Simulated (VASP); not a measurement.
Here is a VASP 6.6.1 calculation.

File INCAR:

```
SYSTEM = Tl
ALGO = Normal
EDIFF = 1E-7
EDIFFG = -0.01
ENCUT = 600
GGA = PE
IBRION = 2
ISIF = 3
ISMEAR = -1
LASPH = .True.
LCHARG = .False.
LREAL = .False.
LWAVE = .False.
NELM = 60
NSW = 80
PREC = Accurate
SIGMA = 0.1
```

Contents of KPOINTS:

```
k-points
0
Gamma
  11 11 6
  0 0 0
```

Contents of POSCAR:

```
Tl
1.0
    3.4380020186      0.0000000000      0.0000000000
   -1.7190010093      2.9773970864      0.0000000000
    0.0000000000      0.0000000000      5.4780000000
Tl
2
Direct
    0.3333333333      0.6666666667      0.2500000000
    0.6666666667      0.3333333333      0.7500000000
```

Potentials or basis: VASP PAW PBE potentials, release 64 (Tl_d).

Run with:

```console
$ cat potpaw_PBE.64/Tl_d/POTCAR > POTCAR
$ mpirun -np 1 vasp_std > vasp.out
```

(1) Estimate the space group after relaxing (to 0.1 Å).

(2) What does it give for the relaxed volume?

Answers

(1) P6_3/mmc (No. 194).

(2) 31.37 Å³/atom.
